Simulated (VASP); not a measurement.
# Al2Ru: single point with PBEsol

Crystal: Al2Ru.

```
Al Ru
1.0
    -1.46862    1.46862    3.96275
     1.46862   -1.46862    3.96275
     1.46862    1.46862   -3.96275
Al Ru
2 1
Direct
  0.65908 0.65908 0.00000
  0.34092 0.34092 0.00000
  0.00000 0.00000 0.00000
```

```yaml
Program: VASP 6.6.1
Task: single point
Functional: PBEsol
Potentials_or_basis: VASP PAW PBE potentials, release 64 (Al, Ru_pv)
Cutoff: 520 eV
k_mesh: 20 × 20 × 20
Occupations: gaussian, width 0.15 eV
Spin: collinear spin, ferromagnetic start
Starting_moments: "[0.0, 0.0, 1.5] μB"
Fixed_moment: 1.5 μB
Dipole_correction: no
Further_INCAR_settings: ALGO = Fast; EDIFF = 1e-06; NBANDS = 21
```

- Pressure: 57.5 GPa
- Largest force: 0.659 eV/Å
- Net moment: 1.50 μB per cell
- Site moments: Al +0.08; Ru +0.89 μB
- Valence electrons inside the program's atomic spheres: Al 0.94; Ru 13.21

Forces in eV/Å, atoms in the order of the input:
```
Al   0.000  0.000  0.659
Al   0.000  0.000 -0.659
Ru   0.000  0.000  0.000
```

Stress tensor (GPa, compression positive):
```
59.76  0.00  0.00
 0.00 59.76  0.00
 0.00  0.00 52.92
```

Run time: 41 min on 1 thread of Oxide Virtual Turin-like Processor, with other jobs on the host, peak memory 0.74 GiB.

Caveat: the cell stands under pressure; the PAW data sets were made with another functional, which shifts forces and pressure a little; the total moment is fixed, so each spin has its own Fermi level.
